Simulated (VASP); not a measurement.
# In5Sb (P4/mmm) in VASP: further runs

The runs below take In5Sb through relaxation of cell and atoms, relaxation of shape and atoms at fixed volume, with PBE.

Program: VASP 6.6.1. These are calculated values, not measurements. Logs are shortened: lines on timing, memory, paths and dates and some standing lists are left out, and cuts for length are marked.

## Step 1: The cell of the first run

The structure is tetragonal, space group P4/mmm (No. 123). The conventional cell has a = 3.352 Å, b = 3.352 Å, c = 14.867 Å, α = 90.00°, β = 90.00°, γ = 90.00°. In (site symmetry 4mm) has 8 In at 3.35 to 3.46 Å and 4 Sb at 3.42 Å within 4.4 Å. Within 4.4 Å of In (site symmetry 4mm) lie 12 In at 3.35 to 3.46 Å. Within 4.4 Å of In (site symmetry 4/mmm) lie 12 In at 3.35 to 3.40 Å. Sb (site symmetry 4/mmm) has 4 Sb at 3.35 Å and 8 In at 3.42 Å within 4.4 Å.

## Step 2: Relaxation of cell and atoms, PBE

File INCAR:

```
  PREC = Accurate
  ENCUT = 500
  EDIFF = 1E-7
  ISMEAR = 0
  SIGMA = 0.1
  LREAL = F
  LASPH = T
  NELM = 120
  ALGO = Normal
  ISIF = 3
  LWAVE = F
  LCHARG = F
  GGA = PE
  IBRION = 2
  NSW = 80
  EDIFFG = -0.001
  GGA_COMPAT = F
  NELMIN = 4
```

File KPOINTS:

```
regular mesh
0
Gamma
  10 10 2
```

File POSCAR:

```
In5Sb
1.0
    3.3518880254      0.0000000000      0.0000000000
    0.0000000000      3.3518880254      0.0000000000
    0.0000000000      0.0000000000     14.8669882359
In Sb
5 1
Direct
    0.5000000000      0.5000000000      0.1662409834
    0.0000000000      0.0000000000      0.3356107795
    0.5000000000      0.5000000000      0.8337590166
    0.0000000000      0.0000000000      0.6643892205
    0.5000000000      0.5000000000      0.5000000000
    0.0000000000      0.0000000000      0.0000000000
```

Potentials or basis: VASP PAW PBE potentials, release 64 (In_d, Sb).

Command:

```console
> cat potpaw_PBE.64/In_d/POTCAR potpaw_PBE.64/Sb/POTCAR > POTCAR
> mpirun -np 1 vasp_std > vasp.out
```

OUTCAR:

```text
PREC = Accurate
   ENCUT = 500
   EDIFF = 1E-7
   ISMEAR = 0
   LREAL = F
   LASPH = T
   NELM = 120
   ISIF = 3
   GGA = PE
   IBRION = 2
   NSW = 80
   EDIFFG = -0.001
   NELMIN = 4

 ion  position               nearest neighbor table
   1  0.500  0.500  0.166-   6 3.42   6 3.42   6 3.42   6 3.42   2 3.46   2 3.46   2 3.46   2 3.46

   2  0.000  0.000  0.336-   5 3.40   5 3.40   5 3.40   5 3.40   1 3.46   1 3.46   1 3.46   1 3.46

   3  0.500  0.500  0.834-   6 3.42   6 3.42   6 3.42   6 3.42   4 3.46   4 3.46   4 3.46   4 3.46

   4  0.000  0.000  0.664-   5 3.40   5 3.40   5 3.40   5 3.40   3 3.46   3 3.46   3 3.46   3 3.46

   5  0.500  0.500  0.500-   2 3.40   4 3.40   2 3.40   4 3.40   2 3.40   4 3.40   2 3.40   4 3.40

   6  0.000  0.000  0.000-   1 3.42   3 3.42   1 3.42   3 3.42   1 3.42   3 3.42   1 3.42   3 3.42

  LATTYP: Found a simple tetragonal cell.
 ALAT       =     3.3518880254
 C/A-ratio  =     4.4354071864

  Lattice vectors:

 A1 = (   3.3518880254,   0.0000000000,   0.0000000000)
 A2 = (   0.0000000000,   3.3518880254,   0.0000000000)
 A3 = (   0.0000000000,   0.0000000000,  14.8669882359)

Analysis of symmetry for initial positions (statically):
=====================================================================
 Subroutine PRICEL returns:
 Original cell was already a primitive cell.

 Routine SETGRP: Setting up the symmetry group for a
 simple tetragonal supercell.

 Subroutine GETGRP returns: Found 16 space group operations
 (whereof 16 operations were pure point group operations)
 out of a pool of 16 trial point group operations.

The static configuration has the point symmetry D_4h.

Analysis of symmetry for dynamics (positions and initial velocities):
=====================================================================
 Subroutine PRICEL returns:
 Original cell was already a primitive cell.

 Routine SETGRP: Setting up the symmetry group for a
 simple tetragonal supercell.

 Subroutine GETGRP returns: Found 16 space group operations
 (whereof 16 operations were pure point group operations)
 out of a pool of 16 trial point group operations.

The dynamic configuration has the point symmetry D_4h.

 Subroutine INISYM returns: Found 16 space group operations
 (whereof 16 operations are pure point group operations),
 and found     1 'primitive' translations

----------------------------------------------------------------------------------------

                                     Primitive cell

  volume of cell :     167.0329

  direct lattice vectors                    reciprocal lattice vectors
     3.351888025  0.000000000  0.000000000     0.298339322  0.000000000  0.000000000
     0.000000000  3.351888025  0.000000000     0.000000000  0.298339322  0.000000000
     0.000000000  0.000000000 14.866988236     0.000000000  0.000000000  0.067263119

  length of vectors
     3.351888025  3.351888025 14.866988236     0.298339322  0.298339322  0.067263119

  position of ions in fractional coordinates (direct lattice)
     0.500000000  0.500000000  0.166240983
     0.000000000  0.000000000  0.335610780
     0.500000000  0.500000000  0.833759017
     0.000000000  0.000000000  0.664389220
     0.500000000  0.500000000  0.500000000
     0.000000000  0.000000000  0.000000000

  ion indices of the primitive-cell ions
   primitive index   ion index
                 1           1
                 2           2
                 3           3
                 4           4
                 5           5
                 6           6

----------------------------------------------------------------------------------------

 KPOINTS: regular mesh

Automatic generation of k-mesh.
 Grid dimensions read from file:
 generate k-points for:   10   10    2

 Generating k-lattice:

  Cartesian coordinates                     Fractional coordinates (reciprocal lattice)
     0.029833932  0.000000000  0.000000000     0.100000000  0.000000000  0.000000000
     0.000000000  0.029833932  0.000000000     0.000000000  0.100000000  0.000000000
     0.000000000  0.000000000  0.033631560     0.000000000  0.000000000  0.500000000

  Length of vectors
     0.029833932  0.029833932  0.033631560

  Shift w.r.t. Gamma in fractional coordinates (k-lattice)
     0.000000000  0.000000000  0.000000000

 Subroutine IBZKPT returns following result:
 ===========================================

 Found     42 irreducible k-points:

 Following reciprocal coordinates:
            Coordinates               Weight
  0.000000  0.000000  0.000000      1.000000
  0.100000  0.000000  0.000000      4.000000
  0.200000  0.000000  0.000000      4.000000
  0.300000  0.000000  0.000000      4.000000
  0.400000  0.000000  0.000000      4.000000
  0.500000  0.000000  0.000000      2.000000
[... 16 lines left out ...]
  0.100000  0.000000  0.500000      4.000000
  0.200000  0.000000  0.500000      4.000000
 [... further k-points ...]
   k-points           NKPTS =     42   k-points in BZ     NKDIM =     42   number of bands    NBANDS=     42
   number of dos      NEDOS =    301   number of ions     NIONS =      6
   total plane-waves  NPLWV =  62208
   dimension x,y,z NGX =    24 NGY =   24 NGZ =  108
   dimension x,y,z NGXF=    48 NGYF=   48 NGZF=  216
   ions per type =               5   1
   NGX,Y,Z   is equivalent  to a cutoff of  11.90, 11.90, 12.08 a.u.
   NGXF,Y,Z  is equivalent  to a cutoff of  23.81, 23.81, 24.15 a.u.
 SYSTEM =  unknown system
   PREC   = accura    normal or accurate (medium, high low for compatibility)
   ISTART =      0    job   : 0-new  1-cont  2-samecut
   ICHARG =      2    charge: 1-file 2-atom 10-const
   ISPIN  =      1    spin polarized calculation?
   LNONCOLLINEAR =      F non collinear calculations
   LSORBIT =      F    spin-orbit coupling
   LASPH  =      T    aspherical Exc in radial PAW
   ENCUT  =  500.0 eV  36.75 Ry    6.06 a.u.   6.11  6.11 27.11*2*pi/ulx,y,z
   NELM   =    120;   NELMIN=  4; NELMDL= -5     # of ELM steps
   EDIFF  = 0.1E-06   stopping-criterion for ELM
   LREAL  =      F    real-space projection
   EDIFFG = -.1E-02   stopping-criterion for IOM
   NSW    =     80    number of steps for IOM
   IBRION =      2    ionic relax: 0-MD 1-quasi-New 2-CG
   NFREE  =      1    steps in history (QN), initial steepest desc. (CG)
   ISIF   =      3    stress and relaxation
   ISYM   =      2    0-nonsym 1-usesym 2-fastsym
   POTIM  = 0.5000    time-step for ionic-motion
   TEBEG  =    0.0;   TEEND  =   0.0 temperature during run
   PSTRESS=    0.0 pullay stress
   NELECT =      70.0000    total number of electrons
   NUPDOWN=      -1.0000    fix difference up-down
   EMIN   =  10.00;   EMAX   =-10.00  energy-range for DOS
   EFERMI =   0.00;   METHOD = LEGACY
   ISMEAR =     0;   SIGMA  =   0.10  broadening in eV -4-tet -1-fermi 0-gaus
   EFERMI_NEDOS =   21; number of points for ismear=-14 and -15
   IALGO  =     38    algorithm
   IMIX   =      4    mixing-type and parameters
     AMIX     =   0.40;   BMIX     =  1.00
     AMIX_MAG =   1.60;   BMIX_MAG =  1.00
  volume/ion in A,a.u.               =      27.84       187.87
  Fermi-wavevector in a.u.,A,eV,Ry     =   1.225106  2.315114 20.420762  1.500884
  Thomas-Fermi vector in A             =   2.360156
   LORBIT       =      0    0 simple, 1 ext, 2 COOP (PROOUT), +10 PAW based schemes
   GGA     = PE    functional components
   LHFCALC =     F    Hartree Fock is set to
   AEXX    =    0.0000 exact exchange contribution
   IVDW    =     0    specifies the selected vdW correction
   LEPSILON=     F    determine dielectric tensor
   LRPA    =     F    only Hartree local field effects (RPA)
 conjugate gradient relaxation of ions
 non-spin polarized calculation
 Gauss-broadening in eV      SIGMA  =   0.10
  energy-cutoff  :      500.00
  volume of cell :      167.03
 maximum number of plane-waves:      4296
   NGX = 13   NGY = 13   NGZ = 55

--------------------------------------- Ionic step        1  -------------------------------------------

 number of electron      70.0000013 magnetization

 Free energy of the ion-electron system (eV)
  ---------------------------------------------------
  ext. energy  EPLUGINS =         0.00000000
  ---------------------------------------------------
  free energy    TOTEN  =       -16.87095919 eV

  energy without entropy =      -16.86311210  energy(sigma->0) =      -16.86703564

------------------------ aborting loop because EDIFF is reached ----------------------------------------

  FORCE on cell =-STRESS in cart. coord.  units (eV):
  Direction    XX          YY          ZZ          XY          YZ          ZX
  --------------------------------------------------------------------------------------
  -------------------------------------------------------------------------------------
  Total       -0.0773839     -0.0773839     -0.0597753      0.0000000      0.0000000     -0.0000000
  in kB       -0.7422651     -0.7422651     -0.5733643      0.0000000      0.0000000     -0.0000000
  external PRESSURE =      -0.6859648 kB  Pullay stress =       0.0000000 kB
[... 185 lines left out ...]
  energy  without entropy=      -16.8632115733  energy(sigma->0) =      -16.86711225

--------------------------------------- Ionic step        6  -------------------------------------------

 number of electron      70.0000010 magnetization

 Free energy of the ion-electron system (eV)
  ---------------------------------------------------
  ext. energy  EPLUGINS =         0.00000000
  ---------------------------------------------------
  free energy    TOTEN  =       -16.87101403 eV

  energy without entropy =      -16.86322423  energy(sigma->0) =      -16.86711913

 E-fermi :   7.0467     XC(G=0):  -9.9844

 val. band max:        7.0220725757   @ k =   0.3000   0.2000   0.5000
 cond. band min:       7.1298113452   @ k =   0.3000   0.2000   0.5000
 fundamental gap:      0.1077387695
 Fermi energy:         7.0467334069

 k-point     1 :       0.0000    0.0000    0.0000
  band No.  band energies     occupation
      1      -7.6980      2.00000
      2      -7.6822      2.00000
      3      -7.6456      2.00000
      4      -7.5996      2.00000
      5      -7.5970      2.00000
      6      -7.5540      2.00000
[... 1069 lines left out ...]
     41      12.1980      0.00000
     42      12.4860      0.00000

 [... further k-points ...]

------------------------ aborting loop because EDIFF is reached ----------------------------------------

  FORCE on cell =-STRESS in cart. coord.  units (eV):
  Direction    XX          YY          ZZ          XY          YZ          ZX
  --------------------------------------------------------------------------------------
  -------------------------------------------------------------------------------------
  Total       -0.0013583     -0.0013583      0.0022022      0.0000000      0.0000000      0.0000000
  in kB       -0.0130491     -0.0130491      0.0211565      0.0000000      0.0000000      0.0000000
  external PRESSURE =      -0.0016472 kB  Pullay stress =       0.0000000 kB
[... 21 lines left out ...]
  FREE ENERGIE OF THE ION-ELECTRON SYSTEM (eV)
  ---------------------------------------------------
  free  energy   TOTEN  =       -16.8710140304 eV

  energy  without entropy=      -16.8632242314  energy(sigma->0) =      -16.86711913

 reached required accuracy - stopping structural energy minimisation
```

It took 16 min on 1 thread of Intel Xeon 6975P-C (Granite Rapids), shared host; peak memory 0.38 GiB.

Results:

```
Free energy                           : -16.8710 eV
Relaxed volume                        : 27.80 Å³/atom
Relaxed cell                          : a = 3.350 Å, b = 3.350 Å, c = 14.864 Å, α = 90.00°, β = 90.00°, γ = 90.00°
Space group after relaxing (to 0.1 Å) : P4/mmm (No. 123)
Energy gained by relaxing             : 0.0 meV/atom
Ionic steps                           : 6
Pressure after relaxing               : 0.0 GPa
Band gap on the k mesh                : zero (bands 35 and 36 overlap by 3.48 eV)
```

Final structure:
```
CELL_PARAMETERS angstrom
3.34966 0.00000 0.00000
0.00000 3.34966 0.00000
0.00000 0.00000 14.86361
ATOMIC_POSITIONS crystal
In 0.50000 0.50000 0.16623
In 0.00000 0.00000 0.33562
In 0.50000 0.50000 0.83377
In 0.00000 0.00000 0.66438
In 0.50000 0.50000 0.50000
Sb 0.00000 0.00000 0.00000
```

Caveat: spin-orbit coupling is left out, which moves the levels of the heavy elements.

## Step 3: Relaxation of shape and atoms at fixed volume, PBE (28.67 Å³/atom)

This run uses another cell than the first one, of 28.67 Å³/atom.

File INCAR:

```
PREC     = Accurate       # precision mode
ENCUT    = 500            # plane-wave cutoff, eV
EDIFF    = 1E-7           # SCF threshold, eV
ISMEAR   = 0              # smearing method
SIGMA    = 0.1            # smearing width, eV
LREAL    = False          # projectors in reciprocal space
LASPH    = True           # aspherical terms in the spheres
NELM     = 120            # most SCF steps
ALGO     = Normal         # electronic algorithm
ISIF     = 4              # what is computed and relaxed
LWAVE    = False          # write WAVECAR
LCHARG   = False          # write CHGCAR
GGA      = PE             # functional
IBRION   = 2              # ionic algorithm
NSW      = 50             # ionic steps
EDIFFG   = -0.01          # ionic threshold
GGA_COMPAT= False        
NELMIN   = 4
```

File KPOINTS:

```
Automatic mesh
0
Gamma
  10 10 2
```

Edit POSCAR of step 2 so:

```diff
@@ -2,5 +2,5 @@
 1.0
-    3.3518880254      0.0000000000      0.0000000000
-    0.0000000000      3.3518880254      0.0000000000
-    0.0000000000      0.0000000000     14.8669882359
+    3.3850771940      0.0000000000      0.0000000000
+    0.0000000000      3.3850771940      0.0000000000
+    0.0000000000      0.0000000000     15.0141957129
 In Sb
```

Potentials or basis: VASP PAW PBE potentials, release 64 (In_d, Sb).

Command:

```console
> cat potpaw_PBE.64/In_d/POTCAR potpaw_PBE.64/Sb/POTCAR > POTCAR
> mpirun -np 1 vasp_std > vasp.out
```

Wall time 29 min (1 thread of Intel Xeon 6975P-C (Granite Rapids), shared host); peak memory 0.45 GiB.

Results (log left out):

| Quantity | Value |
| --- | --- |
| Free energy | -16.8544 eV |
| Energy gained by relaxing | 0.1 meV/atom |
| Ionic steps | 6 |
| Pressure after relaxing | -1.0 GPa |
| Largest force after relaxing | 0.006 eV/Å |
| Band gap on the k mesh | zero (bands 35 and 36 overlap by 3.29 eV) |

Forces on the atoms (eV/Å):
```
In   0.000  0.000 -0.006
In   0.000  0.000  0.002
In   0.000  0.000  0.006
In   0.000  0.000 -0.002
In   0.000  0.000  0.000
Sb   0.000  0.000  0.000
```

Step by step:
| step | energy change (eV) | largest force (eV/Å) | pressure (GPa) | volume (Å³) |
| --- | --- | --- | --- | --- |
| 1 | 0.0000 | 0.0392 | -1.08 | 172.04 |
| 2 | -0.0003 | 0.0341 | -1.10 | 172.04 |
| 3 | -0.0007 | 0.0192 | -1.07 | 172.04 |
| 4 | -0.0003 | 0.0113 | -1.02 | 172.04 |
| 5 | -0.0008 | 0.0108 | -1.05 | 172.04 |
| 6 | -0.0008 | 0.0063 | -1.05 | 172.04 |

Final structure:
```yaml
crystal:
  lattice:
    - [3.39078, 0.00000, 0.00000]
    - [0.00000, 3.39078, 0.00000]
    - [0.00000, 0.00000, 14.96377]
  atoms:
    - { symbol: In, position: [0.50000, 0.50000, 0.16542] }
    - { symbol: In, position: [0.00000, 0.00000, 0.33603] }
    - { symbol: In, position: [0.50000, 0.50000, 0.83458] }
    - { symbol: In, position: [0.00000, 0.00000, 0.66397] }
    - { symbol: In, position: [0.50000, 0.50000, 0.50000] }
    - { symbol: Sb, position: [0.00000, 0.00000, 0.00000] }
```

Levels at points of the mesh, in eV from the Fermi level:
```tsv
k point	band 32	band 33	band 34	band 35	band 36	band 37	band 38	band 39
(0.00, 0.00, 0.00)	-2.70	1.53	1.87	2.06	2.06	4.48	4.48	5.01
(0.50, 0.00, 0.00)	-2.93	-2.92	-2.44	-2.29	0.55	0.56	0.77	1.46
(0.50, 0.50, 0.00)	-1.82	-1.78	-1.48	-1.48	-0.98	-0.98	-0.07	0.74
(0.00, 0.00, 0.50)	-0.85	-0.67	2.06	2.06	4.05	4.37	4.37	4.39
(0.50, 0.00, 0.50)	-3.57	-3.45	-1.29	-1.25	-1.11	-0.69	2.48	3.18
(0.50, 0.50, 0.50)	-1.76	-1.70	-1.62	-1.62	-0.49	-0.49	-0.13	-0.13
```

Caveat: spin-orbit coupling is left out, which moves the levels of the heavy elements.

The gap in the log of VASP goes by the Fermi energy; the results here count the filled bands.